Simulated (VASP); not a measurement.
Wanted: the native input for a VASP 6.6.1 run.

```
Task                   : single point
Functional             : PBE
Potentials or basis    : VASP PAW PBE potentials, release 64 (Ba_sv, S)
Cutoff                 : 520 eV
k mesh                 : 8 × 8 × 8
Occupations            : gaussian, width 0.02 eV
Spin                   : no spin polarisation
Dipole correction      : no
Further INCAR settings : ALGO = Normal; EDIFF = 1e-06; NBANDS = 15
```

The structure of BaS lies in POSCAR:

```
BaS
1.0
    0.0000000000      3.0803009840      3.0803009840
    3.0803009840      0.0000000000      3.0803009840
    3.0803009840      3.0803009840      0.0000000000
Ba S
1 1
Direct
    0.0000000000      0.0000000000      0.0000000000
    0.5000000000      0.5000000000      0.5000000000
```

This cell differs from its parent crystal: volume scaled by 0.88.

The input as run:

INCAR

```
PREC = Accurate
ENCUT = 520
EDIFF = 1E-6
ISMEAR = 0
SIGMA = 0.02
LREAL = False
LASPH = True
NELM = 60
ALGO = Normal
ISIF = 2
LWAVE = False
LCHARG = False
GGA = PE
NBANDS = 15
```

KPOINTS

```
Automatic mesh
0
Gamma
  8 8 8
```

Potentials or basis: VASP PAW PBE potentials, release 64 (Ba_sv, S).

Run with:

```sh
$ cat potpaw_PBE.64/Ba_sv/POTCAR potpaw_PBE.64/S/POTCAR > POTCAR
$ mpirun -np 1 vasp_std > vasp.out
```

Results of the run:

The pressure is 8.0 GPa. The band gap on the k mesh is 1.89 eV, indirect (least direct gap 1.95 eV).

Caveat: spin-orbit coupling is left out, which moves the levels of the heavy elements.

Wall time 11 s on 1 thread of Intel(R) Xeon(R) 6975P-C (Granite Rapids), with other jobs on the host, peak memory 0.18 GiB.
